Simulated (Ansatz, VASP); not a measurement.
## Two plane-wave programs on SrO

POSCAR

```
SrO
1.0
    0.0000000000      2.5698000000      2.5698000000
    2.5698000000      0.0000000000      2.5698000000
    2.5698000000      2.5698000000      0.0000000000
Sr O
1 1
Direct
    0.0194567671      0.0194567671     -0.0194567671
    0.5000000000      0.5000000000      0.5000000000
```

Contents of INCAR.step1:

```
SYSTEM = SrO
ALGO = Normal ; EDIFF = 1E-4
ENCUT = 520 ; GGA = PE
ISMEAR = 0 ; LASPH = .TRUE.
LCHARG = .FALSE. ; LREAL = .FALSE.
LWAVE = .TRUE. ; NBANDS = 15
NELM = 100 ; PREC = Accurate
SIGMA = 0.05
```

Contents of INCAR.step2:

```
SYSTEM = SrO
ALGO = Normal ; EDIFF = 1E-6
ENCUT = 520 ; ISIF = 2
ISMEAR = 0 ; ISTART = 1
LASPH = .TRUE. ; LCHARG = .FALSE.
LMIXTAU = .TRUE. ; LREAL = .FALSE.
LWAVE = .FALSE. ; METAGGA = R2SCAN
NBANDS = 15 ; NELM = 100
PREC = Accurate ; SIGMA = 0.05
```

Contents of KPOINTS:

```
k-points
0
G
  8 8 8
  0 0 0
```

Input for Ansatz:

```yaml
crystal:
  lattice:
    - [0.0, 2.5698, 2.5698]
    - [2.5698, 0.0, 2.5698]
    - [2.5698, 2.5698, 0.0]
  atoms:
    - { symbol: Sr, position: [0.0194567671, 0.0194567671, -0.0194567671] }
    - { symbol: O, position: [0.5, 0.5, 0.5] }
basis:
  ecutwfc: 500
kpoints:
  mp_grid: { grid: [8, 8, 8] }
hamiltonian:
  xc: r2scan
scf:
  occupations: { method: gaussian, width: 0.05 }
output:
  forces: true
  stress: true
  eigenvalues: true
```

Change from the starting cell: all Sr atoms moved -0.100 Å, as atom 1 towards its neighbour atom 2 (O) at 2.570 Å.

Alike in both runs: task single point; functional r2SCAN; k mesh 8 × 8 × 8; occupations gaussian, width 0.05 eV; no spin polarisation.

|  | VASP | Ansatz |
| --- | --- | --- |
| version | VASP 6.6.1 | Ansatz 0.2.0 |
| potentials or method | VASP PAW PBE potentials, release 64 (Sr_sv, O), cutoff 520 eV | scalar-relativistic, plane waves, PAW |
| valence electrons in the cell | 16 | 16 |

Ansatz gave:

| Item | Value |
| --- | --- |
| gap on the k mesh at the Fermi level (eV) | 3.82 |
| least direct gap on the mesh (eV) | 3.87 |
| pressure (GPa) | 1.4 |
| traceless stress, the component that is largest in VASP (GPa) | 0.78 |
| rms of the force components (eV/Å) | 0.150 |

**Question.** Estimate VASP's values.

**Answer.** gap on the k mesh at the Fermi level (eV): 3.77; least direct gap on the mesh (eV): 3.83; pressure (GPa): 2.0; traceless stress, the component that is largest in VASP (GPa): 0.83; rms of the force components (eV/Å): 0.160.

VASP's potentials were made for PBE, not for r2SCAN. Atom by atom the forces differ by 0.009 eV/Å (rms over components).
